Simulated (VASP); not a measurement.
# SrVO3 in VASP: settings compared, part 2 of 3

VASP 6.6.1.

## (3) Relaxation of cell and atoms, LDA+U, collinear spin, ferromagnetic start

This run uses another cell than the first one, of 11.33 Å³/atom.

INCAR reads:

```
SYSTEM = SrVO3
PREC     = Accurate       ! precision mode
ENCUT    = 600            ! plane-wave cutoff, eV
EDIFF    = 1E-6           ! SCF threshold, eV
ISMEAR   = -1             ! smearing method
SIGMA    = 0.05           ! smearing width, eV
LREAL    = .FALSE.        ! projectors in reciprocal space
LASPH    = .TRUE.         ! aspherical terms in the spheres
NELM     = 150            ! most SCF steps
ALGO     = Normal         ! electronic algorithm
ISIF     = 3              ! what is computed and relaxed
LWAVE    = .FALSE.        ! write WAVECAR
LCHARG   = .FALSE.        ! write CHGCAR
ISPIN    = 2              ! spin polarisation
MAGMOM   = 0 2 0 0 0      ! initial moments
LORBIT   = 11             ! projections on sites
LMAXMIX  = 4              ! l up to which the mixer works
LDAU     = .TRUE.         ! DFT+U
LDAUTYPE = 2            
LDAUL    = -1 2 -1        ! shell
LDAUU    = 0 4.5 0        ! U, eV
LDAUJ    = 0 0 0        
LDAUPRINT= 1            
GGA      = CA             ! functional
IBRION   = 2              ! ionic algorithm
NSW      = 60             ! ionic steps
EDIFFG   = -0.01          ! ionic threshold
```

KPOINTS reads:

```
regular mesh
0
G
  7 7 7
  0 0 0
```

POSCAR reads:

```
SrVO3
1.0
    3.8409000000      0.0000000000      0.0000000000
    0.0000000000      3.8409000000      0.0000000000
    0.0000000000      0.0000000000      3.8409000000
Sr V O
1 1 3
Direct
    0.5000000000      0.5000000000      0.5000000000
    0.0000000000      0.0000000000      0.0000000000
    0.0000000000      0.0000000000      0.5000000000
    0.0000000000      0.5000000000      0.0000000000
    0.5000000000      0.0000000000      0.0000000000
```

Potentials or basis: VASP PAW LDA potentials, release 64 (Sr_sv, V_sv, O).

Started as:

```sh
$ cat potpaw_LDA.64/Sr_sv/POTCAR potpaw_LDA.64/V_sv/POTCAR potpaw_LDA.64/O/POTCAR > POTCAR
$ mpirun -np 1 vasp_std > vasp.out
```

Run time: 2.3 min. Hardware: 1 thread of Intel Xeon 8259CL, shared host; peak memory 0.21 GiB.

It converged, with:

```
Free energy                                           : -39.1364 eV
Relaxed volume                                        : 11.14 Å³/atom
Relaxed cell                                          : a = 3.819 Å, b = 3.819 Å, c = 3.819 Å, α = 90.00°, β = 90.00°, γ = 90.00°
Space group after relaxing (to 0.1 Å)                 : Pm-3m (No. 221)
Energy gained by relaxing                             : 2.0 meV/atom
Ionic steps                                           : 3
Pressure after relaxing                               : 0.0 GPa
Band gap on the k mesh                                : zero (filled and empty bands overlap)
Net moment                                            : 1.00 μB per cell
Site moments                                          : Sr -0.00; V +1.10; O -0.05 μB
Valence electrons inside the program's atomic spheres : Sr 8.03; V 11.56; O 5.04
```

The path:
```tsv
step	energy change (eV)	largest force (eV/Å)	pressure (GPa)	volume (Å³)
1	0.0000	0.0000	-3.29	56.66
2	0.0001	0.0000	3.55	54.77
3	-0.0100	0.0000	-0.03	55.71
```

Final structure:
```
CELL_PARAMETERS angstrom
3.81920 0.00000 0.00000
0.00000 3.81920 0.00000
0.00000 0.00000 3.81920
ATOMIC_POSITIONS crystal
Sr 0.50000 0.50000 0.50000
V 0.00000 0.00000 0.00000
O 0.00000 0.00000 0.50000
O 0.00000 0.50000 0.00000
O 0.50000 0.00000 0.00000
```

Levels at points of the mesh, in eV from the Fermi level:
Spin up:
```
           k point  band 18  band 19  band 20  band 21  band 22  band 23  band 24  band 25
(0.00, 0.00, 0.00)    -2.16    -2.16    -2.16    -1.61    -1.61    -1.61     1.41     1.41
```
Spin down:
```
           k point  band 18  band 19  band 20  band 21  band 22  band 23
(0.00, 0.00, 0.00)    -2.21    -2.21    -2.21     0.65     0.65     0.65
```

Eigenvalues of the final occupation matrices:
```csv
site,spin,trace,eigenvalues
site 2 d,1,2.00,0.32 0.32 0.45 0.45 0.45
site 2 d,2,0.91,0.11 0.11 0.11 0.29 0.29
```

The state reached can hang on the start; a lower one may exist. LDA usually gives volumes a few per cent too small.

## (4) Relaxation of cell and atoms, r2SCAN+U, collinear spin, ferromagnetic start

This run uses another cell than the first one, of 11.33 Å³/atom.

POSCAR is that of step 3.

INCAR.step1 reads:

```
SYSTEM = SrVO3
  ALGO = Normal
  EDIFF = 1E-4
  ENCUT = 600
  GGA = PE
  ISMEAR = -1
  ISPIN = 2
  LASPH = .TRUE.
  LCHARG = .FALSE.
  LDAU = .TRUE.
  LDAUJ = 0 0 0
  LDAUL = -1 2 -1
  LDAUTYPE = 2
  LDAUU = 0 4.5 0
  LMAXMIX = 4
  LREAL = .FALSE.
  LWAVE = .TRUE.
  MAGMOM = 0 2 0 0 0
  NELM = 150
  PREC = Accurate
  SIGMA = 0.05
```

INCAR.step2 reads:

```
SYSTEM = SrVO3
  ALGO = Normal
  EDIFF = 1E-6
  EDIFFG = -0.01
  ENCUT = 600
  IBRION = 2
  ISIF = 3
  ISMEAR = -1
  ISPIN = 2
  ISTART = 1
  LASPH = .TRUE.
  LCHARG = .FALSE.
  LDAU = .TRUE.
  LDAUJ = 0 0 0
  LDAUL = -1 2 -1
  LDAUPRINT = 1
  LDAUTYPE = 2
  LDAUU = 0 4.5 0
  LMAXMIX = 4
  LMIXTAU = .TRUE.
  LORBIT = 11
  LREAL = .FALSE.
  LWAVE = .FALSE.
  MAGMOM = 0 2 0 0 0
  METAGGA = R2SCAN
  NELM = 150
  NSW = 60
  PREC = Accurate
  SIGMA = 0.05
```

KPOINTS reads:

```
k-points
0
G
  7 7 7
  0 0 0
```

Potentials or basis: VASP PAW PBE potentials, release 64 (Sr_sv, V_sv, O).

Started as:

```sh
$ cat potpaw_PBE.64/Sr_sv/POTCAR potpaw_PBE.64/V_sv/POTCAR potpaw_PBE.64/O/POTCAR > POTCAR
$ cp INCAR.step1 INCAR
$ mpirun -np 1 vasp_std > vasp.out
$ cp INCAR.step2 INCAR
$ mpirun -np 1 vasp_std > vasp.out
```

OUTCAR:

```text
SYSTEM = SrVO3
   EDIFF = 1E-6
   EDIFFG = -0.01
   ENCUT = 600
   IBRION = 2
   ISIF = 3
   ISMEAR = -1
   ISPIN = 2
   ISTART = 1
   LASPH = .TRUE.
   LORBIT = 11
   LREAL = .FALSE.
   METAGGA = R2SCAN
   NELM = 150
   NSW = 60
   PREC = Accurate

 ion  position               nearest neighbor table
   1  0.500  0.500  0.500-   3 2.72   4 2.72   5 2.72   4 2.72   5 2.72   3 2.72   5 2.72   5 2.72
                             3 2.72   4 2.72   4 2.72   3 2.72   2 3.33   2 3.33   2 3.33   2 3.33
   2  0.000  0.000  0.000-   3 1.92   4 1.92   5 1.92   3 1.92   4 1.92   5 1.92   1 3.33   1 3.33
                             1 3.33   1 3.33   1 3.33   1 3.33   1 3.33   1 3.33
   3  0.000  0.000  0.500-   2 1.92   2 1.92   1 2.72   1 2.72   1 2.72   1 2.72
   4  0.000  0.500  0.000-   2 1.92   2 1.92   1 2.72   1 2.72   1 2.72   1 2.72
   5  0.500  0.000  0.000-   2 1.92   2 1.92   1 2.72   1 2.72   1 2.72   1 2.72

  LATTYP: Found a simple cubic cell.
 ALAT       =     3.8409000000

  Lattice vectors:

 A1 = (   3.8409000000,   0.0000000000,   0.0000000000)
 A2 = (   0.0000000000,   3.8409000000,   0.0000000000)
 A3 = (   0.0000000000,   0.0000000000,   3.8409000000)

Analysis of symmetry for initial positions (statically):
=====================================================================
 Subroutine PRICEL returns:
 Original cell was already a primitive cell.

 Routine SETGRP: Setting up the symmetry group for a
 simple cubic supercell.

 Subroutine GETGRP returns: Found 48 space group operations
 (whereof 48 operations were pure point group operations)
 out of a pool of 48 trial point group operations.

The static configuration has the point symmetry O_h .

[... 276 lines left out ...]
 occupancies and eigenvectors

  o =  0.0822  v =  0.0000  0.0000  0.0000  0.0000  0.0000  0.0000  0.0068 -0.0000 -1.0000 -0.0000      0.0000  0.0000  0.0000  0.0000  0.0000  0.0000  0.0000  0.0000  0.0000  0.0000
  o =  0.0822  v =  0.0000  0.0000  0.0000  0.0000  0.0000  0.0000  1.0000 -0.0000  0.0068  0.0000      0.0000  0.0000  0.0000  0.0000  0.0000  0.0000  0.0000  0.0000  0.0000  0.0000
  o =  0.0822  v =  0.0000  0.0000  0.0000  0.0000  0.0000  1.0000  0.0000  0.0000  0.0000  0.0000      0.0000  0.0000  0.0000  0.0000  0.0000  0.0000  0.0000  0.0000  0.0000  0.0000
  o =  0.2633  v =  0.0000  0.0000  0.0000  0.0000  0.0000  0.0000 -0.0000  0.0030 -0.0000  1.0000      0.0000  0.0000  0.0000  0.0000  0.0000  0.0000  0.0000  0.0000  0.0000  0.0000
  o =  0.2633  v =  0.0000  0.0000  0.0000  0.0000  0.0000  0.0000 -0.0000 -1.0000 -0.0000  0.0030      0.0000  0.0000  0.0000  0.0000  0.0000  0.0000  0.0000  0.0000  0.0000  0.0000
  o =  0.2954  v =  0.0000 -0.0000  0.0053 -0.0000  1.0000  0.0000  0.0000  0.0000  0.0000  0.0000      0.0000  0.0000  0.0000  0.0000  0.0000  0.0000  0.0000  0.0000  0.0000  0.0000
  o =  0.2954  v =  0.0000 -0.0000 -1.0000 -0.0000  0.0053  0.0000  0.0000  0.0000  0.0000  0.0000      0.0000  0.0000  0.0000  0.0000  0.0000  0.0000  0.0000  0.0000  0.0000  0.0000
  o =  0.4686  v =  0.0000  0.9971 -0.0000  0.0761  0.0000  0.0000  0.0000  0.0000  0.0000  0.0000      0.0000  0.0000  0.0000  0.0000  0.0000  0.0000  0.0000  0.0000  0.0000  0.0000
  o =  0.4686  v =  0.0000 -0.0761 -0.0000  0.9971  0.0000  0.0000  0.0000  0.0000  0.0000  0.0000      0.0000  0.0000  0.0000  0.0000  0.0000  0.0000  0.0000  0.0000  0.0000  0.0000
  o =  0.4686  v =  1.0000  0.0000  0.0000  0.0000  0.0000  0.0000  0.0000  0.0000  0.0000  0.0000      0.0000  0.0000  0.0000  0.0000  0.0000  0.0000  0.0000  0.0000  0.0000  0.0000

--------------------------------------- Ionic step        3  -------------------------------------------

 number of electron      40.9999988 magnetization       1.0000001

 Free energy of the ion-electron system (eV)
  ---------------------------------------------------
  ext. energy  EPLUGINS =         0.00000000
  ---------------------------------------------------
  free energy    TOTEN  =       -58.25707631 eV

  energy without entropy =      -58.23466160  energy(sigma->0) =      -58.24586896

 E-fermi :   5.3425     XC(G=0): -12.0925

 val. band max:        5.3180877335   @ k =   0.2857   0.2857   0.0000
 cond. band min:       5.3481524319   @ k =   0.2857   0.1429   0.1429
 fundamental gap:      0.0300646983
 Fermi energy:         5.3425111621

 spin component 1

 k-point     1 :       0.0000    0.0000    0.0000
  band No.  band energies     occupation
      1     -64.0290      1.00000
      2     -36.6922      1.00000
      3     -36.6921      1.00000
      4     -36.6921      1.00000
      5     -29.9211      1.00000
      6     -14.7633      1.00000
[... 549 lines left out ...]
     24      11.1852      0.00000
     25      11.1853      0.00000
 Fermi energy:         5.3425111621

 spin component 2

 k-point     1 :       0.0000    0.0000    0.0000
  band No.  band energies     occupation
      1     -62.3599      1.00000
      2     -35.0263      1.00000
      3     -35.0263      1.00000
      4     -35.0263      1.00000
      5     -29.9247      1.00000
      6     -14.9040      1.00000
[... 581 lines left out ...]
  FREE ENERGIE OF THE ION-ELECTRON SYSTEM (eV)
  ---------------------------------------------------
  free  energy   TOTEN  =       -58.2570763111 eV

  energy  without entropy=      -58.2346616043  energy(sigma->0) =      -58.24586896

 reached required accuracy - stopping structural energy minimisation

 total charge

# of ion       s       p       d       tot
------------------------------------------
    1        1.998   5.886   0.191   8.075
    2        2.275   6.333   2.737  11.345
    3        1.564   3.519   0.000   5.082
    4        1.564   3.519   0.000   5.082
    5        1.564   3.519   0.000   5.082
--------------------------------------------------
tot          8.964  22.775   2.928  34.667

 magnetization (x)

# of ion       s       p       d       tot
------------------------------------------
    1       -0.001  -0.002   0.001  -0.001
    2        0.012   0.013   1.220   1.245
    3       -0.002  -0.089   0.000  -0.092
    4       -0.002  -0.089   0.000  -0.092
    5       -0.002  -0.089   0.000  -0.092
--------------------------------------------------
tot          0.004  -0.257   1.221   0.969
```

Wall time 3.4 min (1 thread of Intel Xeon 6975P-C (Granite Rapids), shared host); peak memory 0.27 GiB.

Results:

```yaml
Free_energy: -58.2571 eV
Relaxed_volume: 11.67 Å³/atom
Relaxed_cell: a = 3.879 Å, b = 3.879 Å, c = 3.879 Å, α = 90.00°, β = 90.00°, γ = 90.00°
Space_group_after_relaxing_to_0.1_Å: Pm-3m (No. 221)
Energy_gained_by_relaxing: 5.9 meV/atom
Ionic_steps: 3
Pressure_after_relaxing: 0.0 GPa
Band_gap_on_the_k_mesh: zero (filled and empty bands overlap)
Net_moment: 1.00 μB per cell
Site_moments: Sr -0.00; V +1.25; O -0.09 μB
Valence_electrons_inside_the_program's_atomic_spheres: Sr 8.07; V 11.35; O 5.08
```

The path:
| step | energy change (eV) | largest force (eV/Å) | pressure (GPa) | volume (Å³) |
| --- | --- | --- | --- | --- |
| 1 | 0.0000 | 0.0000 | 5.72 | 56.66 |
| 2 | -0.0034 | 0.0000 | -4.86 | 60.04 |
| 3 | -0.0294 | 0.0000 | -0.04 | 58.37 |

Final structure:
```cif
data_structure
_symmetry_space_group_name_H-M 'P 1'
_symmetry_Int_Tables_number 1
_cell_length_a 3.8791
_cell_length_b 3.8791
_cell_length_c 3.8791
_cell_angle_alpha 90.000
_cell_angle_beta 90.000
_cell_angle_gamma 90.000
_cell_volume 58.37
loop_
_atom_site_label
_atom_site_type_symbol
_atom_site_fract_x
_atom_site_fract_y
_atom_site_fract_z
_atom_site_occupancy
Sr1 Sr 0.50000 0.50000 0.50000 1
V1 V 0.00000 0.00000 0.00000 1
O1 O 0.00000 0.00000 0.50000 1
O2 O 0.00000 0.50000 0.00000 1
O3 O 0.50000 0.00000 0.00000 1
```

Levels at points of the mesh, in eV from the Fermi level:
Spin up:
| k point | band 19 | band 20 | band 21 | band 22 | band 23 | band 24 |
| --- | --- | --- | --- | --- | --- | --- |
| (0.00, 0.00, 0.00) | -1.86 | -1.86 | -1.55 | -1.55 | -1.55 | 1.88 |
Spin down:
| k point | band 16 | band 17 | band 18 | band 19 | band 20 | band 21 | band 22 | band 23 | band 24 | band 25 |
| --- | --- | --- | --- | --- | --- | --- | --- | --- | --- | --- |
| (0.00, 0.00, 0.00) | -2.85 | -2.85 | -2.06 | -2.06 | -2.06 | 1.89 | 1.89 | 1.89 | 2.76 | 2.76 |

Eigenvalues of the final occupation matrices:
```
    site  spin  trace               eigenvalues
site 2 d     1   2.00  0.30 0.30 0.47 0.47 0.47
site 2 d     2   0.77  0.08 0.08 0.08 0.26 0.26
```

Caveat: the PAW data sets were made with another functional, which shifts forces and pressure a little.

(Continued in part 3 of 3.)

The gap in the log of VASP goes by the Fermi energy; the results here count the filled bands.